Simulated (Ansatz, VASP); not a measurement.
## One calculation of Bi, two programs

INCAR

```
SYSTEM = Bi
PREC = Accurate
ENCUT = 520
EDIFF = 1E-7
ISMEAR = -1
SIGMA = 0.08
LREAL = .FALSE.
LASPH = .TRUE.
NELM = 80
ALGO = Normal
ISIF = 2
LWAVE = .FALSE.
LCHARG = .FALSE.
NBANDS = 22
```

KPOINTS

```
Automatic mesh
0
G
  11 11 11
  0 0 0
```

POSCAR

```
Bi
1.0
    0.0000000000      3.0743241682      3.0743241682
    3.0743241682      0.0000000000      3.0743241682
    3.0743241682      3.0743241682      0.0000000000
Bi
2
Direct
   -0.1250000000     -0.1250000000     -0.1250000000
    0.1250000000      0.1250000000      0.1250000000
```

Input for Ansatz:

```yaml
crystal:
  lattice:
    - [0.0, 3.0743241682, 3.0743241682]
    - [3.0743241682, 0.0, 3.0743241682]
    - [3.0743241682, 3.0743241682, 0.0]
  atoms:
    - { symbol: Bi, position: [-0.125, -0.125, -0.125] }
    - { symbol: Bi, position: [0.125, 0.125, 0.125] }
kpoints:
  mp_grid: { grid: [11, 11, 11] }
scf:
  occupations: { method: fermi_dirac, width: 0.08 }
hamiltonian:
  xc: lda
  pseudopotentials: { kind: all_electron, lapw: { basis_error: 0.001 } }
output:
  forces: true
  stress: true
  eigenvalues: true
  populations: true
```

Change from the starting cell: volume scaled by 0.65, LAPW.

Alike in both runs: task single point; functional LDA; k mesh 11 × 11 × 11; occupations fermi-dirac, width 0.08 eV; no spin polarisation.

|  | VASP | Ansatz |
| --- | --- | --- |
| version | VASP 6.6.1 | Ansatz 0.2.0 |
| potentials or method | VASP PAW LDA potentials, release 64 (Bi_d), cutoff 520 eV | all-electron LAPW, scalar-relativistic |

VASP gave:

* pressure (GPa): 39.0

Problem. Which values does Ansatz return?

Solution. Pressure (GPa): 38.7.

LDA's correlation is that of Perdew and Zunger in VASP and of Perdew and Wang (1992) in Ansatz. Both programs put the cell under a high pressure, so it lies far from rest at this level. Ansatz ran all-electron here, and VASP with PAW potentials.

Spin-orbit coupling is off throughout.
